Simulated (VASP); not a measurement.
# PtS2 in VASP: a series of runs

Runs on PtS2. Level: PBE+D3(BJ). Tasks: single point.

Everything below comes from runs of VASP 6.6.1. Logs are shortened: lines on timing, memory, paths and dates and some standing lists are left out, and cuts for length are marked.

## Step 1: The cell of the first run

The cell holds a slab with vacuum, 6 atoms: a = 3.542 Å, b = 3.542 Å, c = 22.467 Å, α = 90.00°, β = 90.00°, γ = 120.00°.

## Step 2: Single point, PBE+D3(BJ) (layers slid over each other)

INCAR

```
ALGO     = Normal         # electronic algorithm
DIPOL    = 0.5 0.5 0.376
EDIFF    = 1E-7           # SCF threshold, eV
ENCUT    = 520            # plane-wave cutoff, eV
GGA      = PE             # functional
IDIPOL   = 3            
ISIF     = 2              # what is computed and relaxed
ISMEAR   = 0              # smearing method
IVDW     = 12             # dispersion correction
LASPH    = True           # aspherical terms in the spheres
LCHARG   = True           # write CHGCAR
LDIPOL   = True         
LELF     = True           # ELF
LREAL    = False          # projectors in reciprocal space
LVACPOTAV= True         
LVHAR    = True         
LWAVE    = False          # write WAVECAR
NBANDS   = 31             # bands
NELM     = 80             # most SCF steps
PREC     = Accurate       # precision mode
SIGMA    = 0.05           # smearing width, eV
```

KPOINTS

```
k-points
0
Gamma
  9 9 1
```

POSCAR

```
PtS2
1.0
    3.5415278079      0.0000000000      0.0000000000
   -1.7707639039      3.0670530498      0.0000000000
    0.0000000000      0.0000000000     22.4670615492
S Pt
4 2
Direct
    0.6666666667      0.3333333333      0.2002932155
    0.3333333333      0.6666666667      0.3108341854
    0.8333333333      0.6666666667      0.4416924195
    0.5000000000      1.0000000000      0.5522333894
    0.0000000000      0.0000000000      0.2555637004
    0.1666666667      0.3333333333      0.4969629044
```

Potentials or basis: VASP PAW PBE potentials, release 64 (S, Pt).

Launch:

```sh
$ cat potpaw_PBE.64/S/POTCAR potpaw_PBE.64/Pt/POTCAR > POTCAR
$ mpirun -np 1 vasp_std > vasp.out
```

OUTCAR:

```text
EDIFF = 1E-7
   ENCUT = 520
   GGA = PE
   ISIF = 2
   ISMEAR = 0
   IVDW = 12
   LASPH = True
   LREAL = False
   NELM = 80
   PREC = Accurate
 IVDW          = 12

 ion  position               nearest neighbor table
   1  0.667  0.333  0.200-   5 2.39   5 2.39   5 2.39
   2  0.333  0.667  0.311-   5 2.39   5 2.39   5 2.39
   3  0.833  0.667  0.442-   6 2.39   6 2.39   6 2.39
   4  0.500  0.000  0.552-   6 2.39   6 2.39   6 2.39
   5  0.000  0.000  0.256-   1 2.39   1 2.39   1 2.39   2 2.39   2 2.39   2 2.39
   6  0.167  0.333  0.497-   3 2.39   3 2.39   3 2.39   4 2.39   4 2.39   4 2.39

  LATTYP: Found a hexagonal cell.
 ALAT       =     3.5415278079
 C/A-ratio  =     6.3438896340

  Lattice vectors:

 A1 = (   3.5415278079,   0.0000000000,   0.0000000000)
 A2 = (  -1.7707639039,   3.0670530498,   0.0000000000)
 A3 = (   0.0000000000,   0.0000000000,  22.4670615492)

Analysis of symmetry for initial positions (statically):
=====================================================================
 Subroutine PRICEL returns:
 Original cell was already a primitive cell.

 Routine SETGRP: Setting up the symmetry group for a
 hexagonal supercell.

 Subroutine GETGRP returns: Found  4 space group operations
 (whereof  2 operations were pure point group operations)
 out of a pool of 24 trial point group operations.

The static configuration has the point symmetry C_1h.
 The point group associated with its full space group is C_2h.

Analysis of symmetry for dynamics (positions and initial velocities):
=====================================================================
 Subroutine PRICEL returns:
 Original cell was already a primitive cell.

 Routine SETGRP: Setting up the symmetry group for a
 hexagonal supercell.

 Subroutine GETGRP returns: Found  4 space group operations
 (whereof  2 operations were pure point group operations)
 out of a pool of 24 trial point group operations.

The dynamic configuration has the point symmetry C_1h.
 The point group associated with its full space group is C_2h.

 Subroutine INISYM returns: Found  4 space group operations
 (whereof  2 operations are pure point group operations),
 and found     1 'primitive' translations

----------------------------------------------------------------------------------------

                                     Primitive cell

  volume of cell :     244.0384

  direct lattice vectors                    reciprocal lattice vectors
     3.541527808  0.000000000  0.000000000     0.282364012  0.163022938  0.000000000
[... 100 lines left out ...]
   ISYM   =      2    0-nonsym 1-usesym 2-fastsym
   POTIM  = 0.5000    time-step for ionic-motion
   TEBEG  =    0.0;   TEEND  =   0.0 temperature during run
   PSTRESS=    0.0 pullay stress
   NELECT =      44.0000    total number of electrons
   NUPDOWN=      -1.0000    fix difference up-down
   EMIN   =  10.00;   EMAX   =-10.00  energy-range for DOS
   EFERMI =   0.00;   METHOD = LEGACY
   ISMEAR =     0;   SIGMA  =   0.05  broadening in eV -4-tet -1-fermi 0-gaus
   EFERMI_NEDOS =   21; number of points for ismear=-14 and -15
   IALGO  =     38    algorithm
   IMIX   =      4    mixing-type and parameters
     AMIX     =   0.40;   BMIX     =  1.00
     AMIX_MAG =   1.60;   BMIX_MAG =  1.00
  volume/ion in A,a.u.               =      40.67       274.48
  Fermi-wavevector in a.u.,A,eV,Ry     =   0.924854  1.747720 11.637800  0.855354
  Thomas-Fermi vector in A             =   2.050645
   LORBIT       =      0    0 simple, 1 ext, 2 COOP (PROOUT), +10 PAW based schemes
   GGA     = PE    functional components
   LHFCALC =     F    Hartree Fock is set to
   AEXX    =    0.0000 exact exchange contribution
   IVDW    =    12    specifies the selected vdW correction
   LEPSILON=     F    determine dielectric tensor
   LRPA    =     F    only Hartree local field effects (RPA)
 non-spin polarized calculation
 Gauss-broadening in eV      SIGMA  =   0.05
  energy-cutoff  :      520.00
  volume of cell :      244.04
 maximum number of plane-waves:      6671
   NGX = 13   NGY = 13   NGZ = 83

 number of electron      44.0000001 magnetization

 dipolmoment           0.000000      0.000000     -0.000007 electrons x Angstroem

 Free energy of the ion-electron system (eV)
  ---------------------------------------------------
  ext. energy  EPLUGINS =         0.00000000
  ---------------------------------------------------
  free energy    TOTEN  =       -30.85009565 eV

  energy without entropy =      -30.85009565  energy(sigma->0) =      -30.85009565

 E-fermi :  -0.1283     XC(G=0):  -5.3960

 val. band max:       -0.3959257708   @ k =   0.1111   0.1111   0.0000
 cond. band min:       0.7788084299   @ k =   0.0000   0.2222   0.0000
 fundamental gap:      1.1747342008
 Fermi energy:        -0.1283322064

 k-point     1 :       0.0000    0.0000    0.0000
  band No.  band energies     occupation
      1     -14.9631      2.00000
      2     -14.8473      2.00000
      3     -12.8300      2.00000
      4     -12.5839      2.00000
      5      -6.4110      2.00000
      6      -6.4016      2.00000
[... 805 lines left out ...]
     30       7.6066      0.00000
     31       7.8538      0.00000

 [... further k-points ...]

------------------------ aborting loop because EDIFF is reached ----------------------------------------

 Edisp (eV)   -1.98813

 E8    (eV) :    -0.8240

  FORCE on cell =-STRESS in cart. coord.  units (eV):
  Direction    XX          YY          ZZ          XY          YZ          ZX
  --------------------------------------------------------------------------------------
  -------------------------------------------------------------------------------------
  Total      -0.19069    -0.53529    -0.56030    -0.00000    -0.03889    -0.00000
  in kB      -1.25191    -3.51435    -3.67854    -0.00000    -0.25530    -0.00000
  external pressure =       -2.81 kB  Pullay stress =        0.00 kB

 VOLUME and BASIS-vectors are now :
 -----------------------------------------------------------------------------
  energy-cutoff  :      520.00
  volume of cell :      244.04
      direct lattice vectors                 reciprocal lattice vectors
     3.541527808  0.000000000  0.000000000     0.282364012  0.163022938  0.000000000
    -1.770763904  3.067053050  0.000000000     0.000000000  0.326045877  0.000000000
     0.000000000  0.000000000 22.467061549     0.000000000  0.000000000  0.044509603

 POSITION                                       TOTAL-FORCE (eV/Angst)
 -----------------------------------------------------------------------------------
      1.77076      1.02235      4.50000         0.000000      0.015798      0.022979
     -0.00000      2.04470      6.98353         0.000000      0.045516     -0.096418
      1.77076      2.04470      9.92353        -0.000000     -0.045516      0.096418
      1.77076      0.00000     12.40706        -0.000000     -0.015798     -0.022979
      0.00000      0.00000      5.74177        -0.000000     -0.040623      0.109421
      0.00000      1.02235     11.16530         0.000000      0.040623     -0.109421
 -----------------------------------------------------------------------------------
    total drift:                               -0.000000     -0.000000     -0.000215

  FREE ENERGIE OF THE ION-ELECTRON SYSTEM (eV)
  ---------------------------------------------------
  free  energy   TOTEN  =       -32.8382232423 eV

  energy  without entropy=      -32.8382232423  energy(sigma->0) =      -32.83822324

 vacuum level on the upper side and lower side of the slab         5.490         5.490
```

OSZICAR:

```text
N       E                     dE             d eps       ncg     rms          rms(c)
DAV:   1     0.310155954659E+03    0.31016E+03   -0.17962E+04  1550   0.116E+03
DAV:   2    -0.410673317432E+01   -0.31426E+03   -0.29691E+03  2055   0.229E+02
DAV:   3    -0.327456975332E+02   -0.28639E+02   -0.28024E+02  1837   0.735E+01
[... 12 lines left out ...]
DAV:  16    -0.308500960846E+02    0.73025E-05   -0.11864E-05  2142   0.169E-02    0.656E-02
DAV:  17    -0.308500951398E+02    0.94474E-06   -0.30843E-06  1845   0.799E-03    0.442E-02
DAV:  18    -0.308500950062E+02    0.13367E-06   -0.12822E-05  1851   0.136E-02    0.266E-03
DAV:  19    -0.308500955671E+02   -0.56091E-06   -0.39648E-07  1951   0.280E-03    0.384E-03
DAV:  20    -0.308500956486E+02   -0.81540E-07   -0.76109E-08  1237   0.124E-03
   1 F= -.32838223E+02 E0= -.32838223E+02  d E =-.522837E-15
```

stdout:

```text
POSCAR found type information on POSCAR S Pt
 POSCAR found :  2 types and       6 ions
 scaLAPACK will be used
 LDA part: xc-table for (Slater+PW92), standard interpolation
 POSCAR, INCAR and KPOINTS ok, starting setup
 FFT: planning ... GRIDC
 FFT: planning ... GRID_SOFT
 FFT: planning ... GRID
 WAVECAR not read
 entering main loop
 -----------------------------------------------------------------------------
|                                                                             |
|           W    W    AA    RRRRR   N    N  II  N    N   GGGG   !!!           |
|           W    W   A  A   R    R  NN   N  II  NN   N  G    G  !!!           |
|           W    W  A    A  R    R  N N  N  II  N N  N  G       !!!           |
|           W WW W  AAAAAA  RRRRR   N  N N  II  N  N N  G  GGG   !            |
|           WW  WW  A    A  R   R   N   NN  II  N   NN  G    G                |
|           W    W  A    A  R    R  N    N  II  N    N   GGGG   !!!           |
|                                                                             |
|     Did not find any points to average over, which means that no vacuum     |
|     field-free region was found. Please increase the size of  your cell     |
|     in the dimension of the dipole correction to obtain accurate            |
|     workfunction values.                                                    |
|                                                                             |
 -----------------------------------------------------------------------------
```

Run time: 17 min. Hardware: 1 thread of Intel Xeon 8259CL, shared host; peak memory 0.44 GiB.

Results:

* Free energy: -32.8382 eV
* Largest force: 0.117 eV/Å
* Band gap on the k mesh: 1.17 eV (least direct gap 1.30 eV)
* Dispersion energy per atom: -0.331 eV

Forces on the atoms (eV/Å):
```
S    0.000  0.016  0.023
S    0.000  0.046 -0.096
S    0.000 -0.046  0.096
S    0.000 -0.016 -0.023
Pt   0.000 -0.041  0.109
Pt   0.000  0.041 -0.109
```

Caveat: the cell differs from its parent crystal (layers slid over each other); spin-orbit coupling is left out, which moves the levels of the heavy elements.

## Step 3: Single point, PBE+D3(BJ) (layers slid over each other)

INCAR

```
ALGO = Normal
DIPOL = 0.5 0.5 0.388
EDIFF = 1E-6
ENCUT = 520
GGA = PE
IDIPOL = 3
ISIF = 2
ISMEAR = 0
IVDW = 12
LASPH = True
LCHARG = True
LDIPOL = True
LELF = True
LREAL = False
LVACPOTAV = True
LVHAR = True
LWAVE = False
NBANDS = 31
NELM = 80
PREC = Accurate
SIGMA = 0.05
```

KPOINTS is that of step 2.

POSCAR

```
PtS2
1.0
    3.5415278079      0.0000000000      0.0000000000
   -1.7707639039      3.0670530498      0.0000000000
    0.0000000000      0.0000000000     22.4670615492
S Pt
4 2
Direct
    0.6666666667      0.3333333333      0.2002932155
    0.3333333333      0.6666666667      0.3108341854
    0.8333333333      0.6666666667      0.4648374133
    0.5000000000      1.0000000000      0.5753783832
    0.0000000000      0.0000000000      0.2555637004
    0.1666666667      0.3333333333      0.5201078982
```

Potentials or basis: VASP PAW PBE potentials, release 64 (S, Pt).

Launch:

```sh
$ cat potpaw_PBE.64/S/POTCAR potpaw_PBE.64/Pt/POTCAR > POTCAR
$ mpirun -np 1 vasp_std > vasp.out
```

Run time: 14 min. Hardware: 1 thread of Intel Xeon 8259CL, shared host; peak memory 0.42 GiB.

Results (log left out):

```yaml
Free_energy: -32.7894 eV
Largest_force: 0.074 eV/Å
Band_gap_on_the_k_mesh: 1.46 eV (least direct gap 1.56 eV)
Dispersion_energy_per_atom: -0.315 eV
```

Forces on the atoms (eV/Å):
```
S    0.000  0.004  0.040
S    0.000  0.009  0.010
S    0.000 -0.009 -0.010
S    0.000 -0.004 -0.040
Pt   0.000 -0.011  0.073
Pt   0.000  0.011 -0.073
```

Levels at points of the mesh, in eV from the valence-band top:
| k point | band 19 | band 20 | band 21 | band 22 | band 23 | band 24 | band 25 | band 26 |
| --- | --- | --- | --- | --- | --- | --- | --- | --- |
| (0.00, 0.00, 0.00) | -0.49 | -0.48 | -0.46 | -0.44 | 2.96 | 2.99 | 3.02 | 3.05 |

Caveat: the cell differs from its parent crystal (layers slid over each other); spin-orbit coupling is left out, which moves the levels of the heavy elements.
